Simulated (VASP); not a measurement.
Runs of VASP 6.6.1 on Zr. The structure is that of space group Fm-3m (No. 225), or close to it. The cells are those of the table. 

```tsv
task	cell	gap on the mesh (eV)	pressure (GPa)
single point	a = 3.302 Å, angles 122.4, 122.4, 85.8°, 1 atom	none	(a)
single point	a = 3.156 Å, angles 120.3, 120.3, 89.6°, 1 atom	none	0.2
relaxation of cell and atoms	relaxed from a = 3.302 Å, angles 122.4, 122.4, 85.8°, 1 atom	none	0.0
single point	a = 3.203 Å, angles 60.0°, 1 atom	none	-4.3
```

Alike in all rows: level PBEsol; potentials or basis VASP PAW PBE potentials, release 64 (Zr_sv); no spin polarisation; k mesh 8 × 8 × 8; cutoff (eV) 500; smearing gaussian 0.1 eV.

**Question.** Estimate the missing entries.

**Answer.** (a) -8.0.

Caveats: the PAW data sets were made with another functional, which shifts forces and pressure a little; the cell stands under tension (at least some runs).

A k mesh can miss the band edges, and the runs leave out spin-orbit coupling on Zr.

A gap of «none» marks levels without a gap at the run's occupations.
